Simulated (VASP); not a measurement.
A run of VASP 6.6.1:

Contents of INCAR:

```
SYSTEM = Lu
ALGO     = Normal         ! electronic algorithm
EDIFF    = 1E-6           ! SCF threshold, eV
EDIFFG   = -0.005         ! ionic threshold
ENCUT    = 600            ! plane-wave cutoff, eV
GGA      = PE             ! functional
IBRION   = 2              ! ionic algorithm
ISIF     = 3              ! what is computed and relaxed
ISMEAR   = -1             ! smearing method
LASPH    = .TRUE.         ! aspherical terms in the spheres
LCHARG   = .FALSE.        ! write CHGCAR
LREAL    = .FALSE.        ! projectors in reciprocal space
LWAVE    = .FALSE.        ! write WAVECAR
NELM     = 60             ! most SCF steps
NSW      = 60             ! ionic steps
PREC     = Accurate       ! precision mode
PSTRESS  = 66.0         
SIGMA    = 0.05           ! smearing width, eV
```

The input KPOINTS:

```
k-points
0
G
  14 14 14
  0 0 0
```

File POSCAR:

```
Lu
1.0
    0.0000000000      2.3377847842      2.3377847842
    2.3377847842      0.0000000000      2.3377847842
    2.3377847842      2.3377847842      0.0000000000
Lu
1
Direct
    0.0000000000      0.0000000000      0.0000000000
```

Potentials or basis: VASP PAW PBE potentials, release 64 (Lu).

The run is started by

```bash
$ cat potpaw_PBE.64/Lu/POTCAR > POTCAR
$ mpirun -np 1 vasp_std > vasp.out
```

Hardware: 1 thread of AMD EPYC 7R13, with other jobs on the host.

Problem. Estimate the wall time of this run.

Solution. Run time: 15 min on 1 thread of AMD EPYC 7R13, with other jobs on the host, peak memory 0.21 GiB. Counts: scf iterations 108, k points 104, ion steps 17.
